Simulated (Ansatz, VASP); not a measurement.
**CdS: VASP beside Ansatz**

The input POSCAR:

```
CdS
1.0
    0.0000000000      2.9392148400      2.9392148400
    2.9392148400      0.0000000000      2.9392148400
    2.9392148400      2.9392148400      0.0000000000
Cd S
1 1
Direct
    0.0000000000      0.0000000000      0.0000000000
    0.2500000000      0.2500000000      0.2500000000
```

The input INCAR.step1:

```
ALGO     = Normal         # electronic algorithm
EDIFF    = 1E-5           # SCF threshold, eV
ENCUT    = 400            # plane-wave cutoff, eV
GGA      = PE             # functional
GGA_COMPAT= False        
ISIF     = 2              # what is computed and relaxed
ISMEAR   = 1              # smearing method
LASPH    = True           # aspherical terms in the spheres
LCHARG   = False          # write CHGCAR
LREAL    = False          # projectors in reciprocal space
LWAVE    = True           # write WAVECAR
NBANDS   = 16             # bands
NELM     = 120            # most SCF steps
PREC     = Accurate       # precision mode
SIGMA    = 0.05           # smearing width, eV
```

INCAR.step2

```
ALGO     = Normal         # electronic algorithm
EDIFF    = 1E-6           # SCF threshold, eV
ENCUT    = 400            # plane-wave cutoff, eV
GGA      = PE             # functional
GGA_COMPAT= False        
HFSCREEN = 0.2079         # screening, 1/A
ISIF     = 2              # what is computed and relaxed
ISMEAR   = 1              # smearing method
ISTART   = 1            
LASPH    = True           # aspherical terms in the spheres
LCHARG   = False          # write CHGCAR
LHFCALC  = True           # exact exchange
LREAL    = False          # projectors in reciprocal space
LWAVE    = False          # write WAVECAR
NBANDS   = 16             # bands
NELM     = 120            # most SCF steps
PREC     = Accurate       # precision mode
PRECFOCK = Normal       
SIGMA    = 0.05           # smearing width, eV
```

File KPOINTS:

```
k-points
0
Gamma
  4 4 4
```

Input for Ansatz:

```yaml
crystal:
  lattice:
    - [0.0, 2.93921484, 2.93921484]
    - [2.93921484, 0.0, 2.93921484]
    - [2.93921484, 2.93921484, 0.0]
  atoms:
    - { symbol: Cd, position: [0.0, 0.0, 0.0] }
    - { symbol: S, position: [0.25, 0.25, 0.25] }
kpoints:
  mp_grid: { grid: [4, 4, 4] }
hamiltonian:
  xc: hse06
scf:
  occupations: { method: methfessel_paxton, width: 0.05 }
  n_extra_bands: 4
output:
  forces: true
  stress: true
  eigenvalues: true
```

Alike in both runs: task single point; functional HSE06; k mesh 4 × 4 × 4; occupations methfessel-paxton of order 1, width 0.05 eV; no spin polarisation.

|  | VASP | Ansatz |
| --- | --- | --- |
| version | VASP 6.6.1 | Ansatz 0.2.0 |
| potentials or method | VASP PAW PBE potentials, release 64 (Cd, S) | plane waves |
| plane-wave cutoff (eV) | 400 | 420 |
| valence electrons in the cell | 18 | 26 |

Ansatz gave:

| Quantity | Value |
| --- | --- |
| gap on the k mesh at the Fermi level (eV) | 2.12 |
| pressure (GPa) | 0.4 |

Q: Estimate VASP's values.

A: gap on the k mesh at the Fermi level (eV): 2.12; pressure (GPa): 0.2.

VASP's potentials hold 18 valence electrons a cell and Ansatz's 26, so a difference there can come from the potentials and not from the codes. Ansatz's warnings: stress exchange threshold loose, stress scf threshold loose.

The k mesh is coarse, so the values compare programs but aren't converged.
